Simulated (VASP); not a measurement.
# P (Cmce) in VASP: a series of runs

The runs below take P through relaxation of cell and atoms, with PBE.

Everything below comes from runs of VASP 6.6.1. Logs are shortened: lines on timing, memory, paths and dates and some standing lists are left out, and cuts for length are marked.

## 1. The cell of the first run

It takes space group Cmce (No. 64, orthorhombic). The conventional cell has a = 3.295 Å, b = 10.930 Å, c = 4.544 Å, α = 90.00°, β = 90.00°, γ = 90.00°. Within 2.9 Å of P (site symmetry m) lie 3 P at 2.20 to 2.25 Å.

## 2. Relaxation of cell and atoms, PBE, target pressure 2 GPa, at which the enthalpy is minimised

Contents of INCAR:

```
PREC = Accurate
ENCUT = 600
EDIFF = 1E-7
ISMEAR = -1
SIGMA = 0.05
LREAL = F
LASPH = T
NELM = 60
ALGO = Normal
ISIF = 3
LWAVE = F
LCHARG = F
GGA = PE
IBRION = 2
NSW = 60
EDIFFG = -0.01
PSTRESS = 20.0
```

Contents of KPOINTS:

```
regular mesh
0
Gamma
  8 8 6
```

Contents of POSCAR:

```
P
1.0
    1.6477431241     -5.4650377251      0.0000000000
    1.6477431241      5.4650377251      0.0000000000
    0.0000000000      0.0000000000      4.5436355900
P
4
Direct
    0.9041431300      0.0958568700      0.5888151700
    0.0958568700      0.9041431300      0.4111848300
    0.5958568700      0.4041431300      0.0888151700
    0.4041431300      0.5958568700      0.9111848300
```

Potentials or basis: VASP PAW PBE potentials, release 64 (P).

Launch:

```console
$ cat potpaw_PBE.64/P/POTCAR > POTCAR
$ mpirun -np 1 vasp_std > vasp.out
```

OUTCAR:

```text
PREC = Accurate
   ENCUT = 600
   EDIFF = 1E-7
   ISMEAR = -1
   LREAL = F
   LASPH = T
   NELM = 60
   ISIF = 3
   GGA = PE
   IBRION = 2
   NSW = 60
   EDIFFG = -0.01
   PSTRESS = 20.0

 ion  position               nearest neighbor table
   1  0.904  0.096  0.589-   4 2.20   4 2.20   2 2.25
   2  0.096  0.904  0.411-   3 2.20   3 2.20   1 2.25
   3  0.596  0.404  0.089-   2 2.20   2 2.20   4 2.25
   4  0.404  0.596  0.911-   1 2.20   1 2.20   3 2.25

  LATTYP: Found a base centered orthorhombic cell.
 ALAT       =     3.2954862482
 B/A-ratio  =     3.3166806435
 C/A-ratio  =     1.3787451222

  Lattice vectors:

 A1 = (   1.6477431241,  -5.4650377251,   0.0000000000)
 A2 = (   1.6477431241,   5.4650377251,   0.0000000000)
 A3 = (   0.0000000000,   0.0000000000,   4.5436355900)

Analysis of symmetry for initial positions (statically):
=====================================================================
 Subroutine PRICEL returns:
 Original cell was already a primitive cell.

 Routine SETGRP: Setting up the symmetry group for a
 base centered orthorhombic supercell.

 Subroutine GETGRP returns: Found  8 space group operations
 (whereof  4 operations were pure point group operations)
 out of a pool of  8 trial point group operations.

The static configuration has the point symmetry C_2h.
 The point group associated with its full space group is D_2h.

Analysis of symmetry for dynamics (positions and initial velocities):
=====================================================================
 Subroutine PRICEL returns:
 Original cell was already a primitive cell.

 Routine SETGRP: Setting up the symmetry group for a
 base centered orthorhombic supercell.

 Subroutine GETGRP returns: Found  8 space group operations
 (whereof  4 operations were pure point group operations)
 out of a pool of  8 trial point group operations.

The dynamic configuration has the point symmetry C_2h.
 The point group associated with its full space group is D_2h.

 Subroutine INISYM returns: Found  8 space group operations
 (whereof  4 operations are pure point group operations),
 and found     1 'primitive' translations

----------------------------------------------------------------------------------------

                                     Primitive cell

  volume of cell :      81.8307

  direct lattice vectors                    reciprocal lattice vectors
     1.647743124 -5.465037725  0.000000000     0.303445357 -0.091490677  0.000000000
     1.647743124  5.465037725  0.000000000     0.303445357  0.091490677  0.000000000
     0.000000000  0.000000000  4.543635590     0.000000000  0.000000000  0.220088073

  length of vectors
     5.708037731  5.708037731  4.543635590     0.316937894  0.316937894  0.220088073

  position of ions in fractional coordinates (direct lattice)
     0.904143130  0.095856870  0.588815170
     0.095856870  0.904143130  0.411184830
     0.595856870  0.404143130  0.088815170
     0.404143130  0.595856870  0.911184830

  ion indices of the primitive-cell ions
   primitive index   ion index
                 1           1
                 2           2
                 3           3
                 4           4

----------------------------------------------------------------------------------------

 KPOINTS: regular mesh

Automatic generation of k-mesh.
 Grid dimensions read from file:
 generate k-points for:    8    8    6

 Generating k-lattice:

  Cartesian coordinates                     Fractional coordinates (reciprocal lattice)
     0.037930670 -0.011436335  0.000000000     0.125000000 -0.000000000  0.000000000
     0.037930670  0.011436335  0.000000000    -0.000000000  0.125000000  0.000000000
     0.000000000  0.000000000  0.036681345     0.000000000  0.000000000  0.166666667

  Length of vectors
     0.039617237  0.039617237  0.036681345

  Shift w.r.t. Gamma in fractional coordinates (k-lattice)
     0.000000000  0.000000000  0.000000000

 Subroutine IBZKPT returns following result:
 ===========================================

 Found     84 irreducible k-points:

 Following reciprocal coordinates:
            Coordinates               Weight
  0.000000  0.000000  0.000000      1.000000
  0.125000  0.000000  0.000000      4.000000
  0.250000  0.000000  0.000000      4.000000
  0.375000  0.000000  0.000000      4.000000
  0.500000  0.000000  0.000000      2.000000
  0.125000  0.125000  0.000000      2.000000
[... 16 lines left out ...]
  0.125000  0.000000  0.166667      8.000000
  0.250000  0.000000  0.166667      8.000000
 [... further k-points ...]
   k-points           NKPTS =     84   k-points in BZ     NKDIM =     84   number of bands    NBANDS=     14
   number of dos      NEDOS =    301   number of ions     NIONS =      4
   total plane-waves  NPLWV =  82944
   dimension x,y,z NGX =    48 NGY =   48 NGZ =   36
   dimension x,y,z NGXF=    96 NGYF=   96 NGZF=   72
   ions per type =               4
   NGX,Y,Z   is equivalent  to a cutoff of  13.98, 13.98, 13.17 a.u.
   NGXF,Y,Z  is equivalent  to a cutoff of  27.96, 27.96, 26.34 a.u.
 SYSTEM =  unknown system
   PREC   = accura    normal or accurate (medium, high low for compatibility)
   ISTART =      0    job   : 0-new  1-cont  2-samecut
   ICHARG =      2    charge: 1-file 2-atom 10-const
   ISPIN  =      1    spin polarized calculation?
   LNONCOLLINEAR =      F non collinear calculations
   LSORBIT =      F    spin-orbit coupling
   LASPH  =      T    aspherical Exc in radial PAW
   ENCUT  =  600.0 eV  44.10 Ry    6.64 a.u.  11.40 11.40  9.07*2*pi/ulx,y,z
   NELM   =     60;   NELMIN=  2; NELMDL= -5     # of ELM steps
   EDIFF  = 0.1E-06   stopping-criterion for ELM
   LREAL  =      F    real-space projection
   EDIFFG = -.1E-01   stopping-criterion for IOM
   NSW    =     60    number of steps for IOM
   IBRION =      2    ionic relax: 0-MD 1-quasi-New 2-CG
   NFREE  =      1    steps in history (QN), initial steepest desc. (CG)
   ISIF   =      3    stress and relaxation
   ISYM   =      2    0-nonsym 1-usesym 2-fastsym
   POTIM  = 0.5000    time-step for ionic-motion
   TEBEG  =    0.0;   TEEND  =   0.0 temperature during run
   PSTRESS=   20.0 pullay stress
   NELECT =      20.0000    total number of electrons
   NUPDOWN=      -1.0000    fix difference up-down
   EMIN   =  10.00;   EMAX   =-10.00  energy-range for DOS
   EFERMI =   0.00;   METHOD = LEGACY
   ISMEAR =    -1;   SIGMA  =   0.05  broadening in eV -4-tet -1-fermi 0-gaus
   EFERMI_NEDOS =   21; number of points for ismear=-14 and -15
   IALGO  =     38    algorithm
   IMIX   =      4    mixing-type and parameters
     AMIX     =   0.40;   BMIX     =  1.00
     AMIX_MAG =   1.60;   BMIX_MAG =  1.00
  volume/ion in A,a.u.               =      20.46       138.06
  Fermi-wavevector in a.u.,A,eV,Ry     =   1.023559  1.934246 14.254450  1.047673
  Thomas-Fermi vector in A             =   2.157299
   LORBIT       =      0    0 simple, 1 ext, 2 COOP (PROOUT), +10 PAW based schemes
   GGA     = PE    functional components
   LHFCALC =     F    Hartree Fock is set to
   AEXX    =    0.0000 exact exchange contribution
   IVDW    =     0    specifies the selected vdW correction
   LEPSILON=     F    determine dielectric tensor
   LRPA    =     F    only Hartree local field effects (RPA)
 conjugate gradient relaxation of ions
 non-spin polarized calculation
  energy-cutoff  :      600.00
  volume of cell :       81.83
 maximum number of plane-waves:      2758
 NGX is ok and might be reduce to    48
   NGX = 23   NGY = 23   NGZ = 19

--------------------------------------- Ionic step        1  -------------------------------------------

 number of electron      20.0000001 magnetization

 Free energy of the ion-electron system (eV)
  ---------------------------------------------------
  ext. energy  EPLUGINS =         0.00000000
  ---------------------------------------------------
  free energy    TOTEN  =       -21.49131643 eV

  energy without entropy =      -21.49091945  energy(sigma->0) =      -21.49111794

------------------------ aborting loop because EDIFF is reached ----------------------------------------

  FORCE on cell =-STRESS in cart. coord.  units (eV):
  Direction    XX          YY          ZZ          XY          YZ          ZX
  --------------------------------------------------------------------------------------
  -------------------------------------------------------------------------------------
  Total        0.7695055      0.8553107      0.9520958      0.0000000     -0.0000000      0.0000000
  in kB       15.0662834     16.7462784     18.6412511      0.0000000     -0.0000000      0.0000000
  external PRESSURE =      -3.1820624 kB  Pullay stress =      20.0000000 kB
[... 103 lines left out ...]
  energy  without entropy=      -21.4944666326  energy(sigma->0) =      -21.49471017

  enthalpy is  TOTEN    =       -20.4822651541 eV   P V=        1.0126885570

[... ionic steps 4 to 16 ...]

--------------------------------------- Ionic step       17  -------------------------------------------

 number of electron      19.9999999 magnetization

------------------------ aborting loop because EDIFF is reached ----------------------------------------
[... 75 lines left out ...]
--------------------------------------- Ionic step       19  -------------------------------------------

 number of electron      19.9999999 magnetization

 Free energy of the ion-electron system (eV)
  ---------------------------------------------------
  ext. energy  EPLUGINS =         0.00000000
  ---------------------------------------------------
  free energy    TOTEN  =       -21.45226395 eV

  energy without entropy =      -21.45057644  energy(sigma->0) =      -21.45142020

 E-fermi :   6.8429     XC(G=0):  -9.9460

 val. band max:        6.8377120209   @ k =  -0.3750   0.3750   0.0000
 cond. band min:       6.9041043853   @ k =   0.5000   0.1250   0.0000
 fundamental gap:      0.0663923643
 Fermi energy:         6.8428984135

 k-point     1 :       0.0000    0.0000    0.0000
  band No.  band energies     occupation
      1      -9.0814      2.00000
      2      -5.9975      2.00000
      3      -2.6595      2.00000
      4      -0.2574      2.00000
      5       1.7967      2.00000
      6       2.1837      2.00000
      7       2.7760      2.00000
      8       3.9045      2.00000
      9       4.2361      2.00000
     10       5.4089      2.00000
     11       7.5687      0.00000
     12       7.9663      0.00000
     13       8.7177      0.00000
     14       9.9228      0.00000
[... 377 lines left out ...]
      1      -8.1490      2.00000
      2      -5.5590      2.00000
      3      -3.2963      2.00000
      4      -0.4285      2.00000
      5       0.5582      2.00000
      6       0.9039      2.00000
      7       2.6929      2.00000
      8       3.3243      2.00000
      9       4.3965      2.00000
     10       5.0520      2.00000
     11       7.9005      0.00000
     12       8.4721      0.00000
     13       9.1712      0.00000
     14      10.1998      0.00000

 [... further k-points ...]
[... 5 lines left out ...]
  --------------------------------------------------------------------------------------
  -------------------------------------------------------------------------------------
  Total        0.9340279      0.9562397      0.9350253      0.0000000      0.0000000      0.0000000
  in kB       20.0106673     20.4865342     20.0320357      0.0000000      0.0000000      0.0000000
  external PRESSURE =       0.1764124 kB  Pullay stress =      20.0000000 kB
[... 23 lines left out ...]
  energy  without entropy=      -21.4505764415  energy(sigma->0) =      -21.45142020

  enthalpy is  TOTEN    =       -20.5187339953 eV   P V=        0.9335299541

 reached required accuracy - stopping structural energy minimisation
```

It took 11 min on 1 thread of Intel Xeon 6975P-C (Granite Rapids), shared host; peak memory 0.33 GiB.

What came out:

```yaml
Free_energy: -21.4523 eV
Relaxed_volume: 18.70 Å³/atom
Relaxed_cell: a = 5.475 Å, b = 5.475 Å, c = 4.328 Å, α = 90.00°, β = 90.00°, γ = 144.79°
Space_group_after_relaxing_to_0.1_Å: Cmce (No. 64)
Energy_change_on_relaxing_the_run_minimises_the_enthalpy: +9.8 meV/atom
Ionic_steps: 19
Pressure_after_relaxing: 2.0 GPa
Largest_force_after_relaxing: 0.007 eV/Å
Band_gap_on_the_k_mesh: 0.07 eV (least direct gap 0.24 eV)
```

Forces in eV/Å, atoms in the order of the input:
```
P    0.000 -0.005  0.005
P    0.000  0.005 -0.005
P    0.000  0.005  0.005
P    0.000 -0.005 -0.005
```

The path:
```tsv
step	energy change (eV)	largest force (eV/Å)	pressure (GPa)	volume (Å³)
1	0.0000	0.2862	1.68	81.83
2	-0.0052	0.1216	1.31	81.35
3	-0.0036	0.1462	1.14	81.13
4	0.0012	0.1045	1.57	80.09
5	0.0175	0.0559	2.40	78.28
6	0.0164	0.0451	2.23	77.72
7	0.0263	0.0163	1.79	76.01
8	0.0288	0.0128	1.74	75.80
9	0.0336	0.0448	2.02	75.35
10	0.0368	0.0644	2.19	75.08
11	0.0381	0.0381	2.11	74.91
12	0.0404	0.0309	2.01	74.71
13	0.0406	0.0133	2.04	74.67
14	0.0409	0.0051	2.06	74.65
15	0.0409	0.0058	2.06	74.65
16	0.0399	0.0114	1.99	74.72
17	0.0398	0.0133	1.98	74.73
18	0.0394	0.0100	1.99	74.76
19	0.0391	0.0068	2.02	74.78
```

Final structure:
```
CELL_PARAMETERS angstrom
1.65572 -5.21840 0.00000
1.65572 5.21840 0.00000
0.00000 0.00000 4.32769
ATOMIC_POSITIONS crystal
P 0.89718 0.10282 0.57834
P 0.10282 0.89718 0.42166
P 0.60282 0.39718 0.07834
P 0.39718 0.60282 0.92166
```

Caveat: the cell is relaxed towards a set pressure, so the run minimises the enthalpy, not the energy.

## 3. Relaxation of cell and atoms, PBE, target pressure 5 GPa, at which the enthalpy is minimised

Contents of INCAR:

```
SYSTEM = P
PREC = Accurate ; ENCUT = 600
EDIFF = 1E-7 ; ISMEAR = -1
SIGMA = 0.05 ; LREAL = .FALSE.
LASPH = .TRUE. ; NELM = 100
ALGO = Normal ; ISIF = 3
LWAVE = .FALSE. ; LCHARG = .FALSE.
GGA = PE ; IBRION = 2
NSW = 60 ; EDIFFG = -0.01
PSTRESS = 50.0
```

Contents of KPOINTS:

```
Automatic mesh
0
G
  8 8 6
  0 0 0
```

POSCAR is that of step 2.

Potentials or basis: VASP PAW PBE potentials, release 64 (P).

Launch:

```console
$ cat potpaw_PBE.64/P/POTCAR > POTCAR
$ mpirun -np 1 vasp_std > vasp.out
```

It took 9.3 min on 1 thread of Intel Xeon 6975P-C (Granite Rapids), shared host; peak memory 0.33 GiB.

The run converged. Its results:

```yaml
Free_energy: -21.3120 eV
Relaxed_volume: 17.04 Å³/atom
Relaxed_cell: a = 5.291 Å, b = 5.291 Å, c = 4.090 Å, α = 90.00°, β = 90.00°, γ = 143.47°
Space_group_after_relaxing_to_0.1_Å: Cmce (No. 64)
Energy_change_on_relaxing_the_run_minimises_the_enthalpy: +44.8 meV/atom
Ionic_steps: 17
Pressure_after_relaxing: 5.0 GPa
Largest_force_after_relaxing: 0.004 eV/Å
Band_gap_on_the_k_mesh: zero (bands 10 and 11 overlap by 0.38 eV)
```

Forces on the atoms (eV/Å):
```
P    0.000  0.003 -0.003
P    0.000 -0.003  0.003
P    0.000 -0.003 -0.003
P    0.000  0.003  0.003
```

Stress tensor (GPa, compression positive):
```
4.91 0.00 0.00
0.00 5.04 0.00
0.00 0.00 4.96
```

Step by step:
| step | energy change (eV) | largest force (eV/Å) | pressure (GPa) | volume (Å³) |
| --- | --- | --- | --- | --- |
| 1 | 0.0000 | 0.2862 | 1.68 | 81.83 |
| 2 | 0.0947 | 0.6247 | 6.14 | 76.91 |
| 3 | 0.0889 | 0.6092 | 5.95 | 77.10 |
| 4 | 0.0838 | 0.4163 | 5.49 | 75.40 |
| 5 | 0.1844 | 0.5623 | 4.28 | 70.44 |
| 6 | 0.1462 | 0.4394 | 4.52 | 71.54 |
| 7 | 0.1527 | 0.1688 | 4.85 | 69.73 |
| 8 | 0.1877 | 0.1327 | 5.27 | 68.10 |
| 9 | 0.1916 | 0.1507 | 5.31 | 67.98 |
| 10 | 0.1849 | 0.0452 | 4.98 | 67.99 |
| 11 | 0.1849 | 0.0412 | 5.00 | 67.99 |
| 12 | 0.1846 | 0.0109 | 5.09 | 67.99 |
| 13 | 0.1845 | 0.0164 | 5.12 | 67.99 |
| 14 | 0.1811 | 0.0157 | 4.97 | 68.10 |
| 15 | 0.1798 | 0.0166 | 4.91 | 68.14 |
| 16 | 0.1795 | 0.0073 | 4.94 | 68.15 |
| 17 | 0.1793 | 0.0044 | 4.97 | 68.15 |

Final structure:
```
CELL_PARAMETERS angstrom
1.65820 -5.02464 0.00000
1.65820 5.02464 0.00000
0.00000 0.00000 4.08999
ATOMIC_POSITIONS crystal
P 0.89214 0.10786 0.56918
P 0.10786 0.89214 0.43083
P 0.60786 0.39214 0.06918
P 0.39214 0.60786 0.93083
```

Levels at points of the mesh, in eV from the Fermi level:
| k point | band 7 | band 8 | band 9 | band 10 | band 11 | band 12 | band 13 | band 14 |
| --- | --- | --- | --- | --- | --- | --- | --- | --- |
| (0.00, 0.00, 0.00) | -4.07 | -2.87 | -2.74 | -1.41 | 1.16 | 1.27 | 1.88 | 3.61 |
| (0.50, 0.00, 0.00) | -3.19 | -3.19 | -2.66 | -2.66 | 0.71 | 0.71 | 1.15 | 1.15 |
| (0.50, 0.50, 0.00) | -4.48 | -2.15 | -1.89 | -0.45 | 0.41 | 0.74 | 2.56 | 3.27 |
| (0.00, 0.00, 0.50) | -3.09 | -3.09 | -0.75 | -0.75 | 1.48 | 1.48 | 2.07 | 2.07 |
| (0.50, 0.00, 0.50) | -5.86 | -5.86 | -2.15 | -2.15 | 1.58 | 1.58 | 5.05 | 5.05 |
| (0.50, 0.50, 0.50) | -2.36 | -2.36 | -1.14 | -1.14 | 1.30 | 1.30 | 2.87 | 2.87 |

Caveat: the cell is relaxed towards a set pressure, so the run minimises the enthalpy, not the energy; the volume moved by over 15 % at a fixed basis, so the end points are rough.

The gap in the log of VASP goes by the Fermi energy; the results here count the filled bands.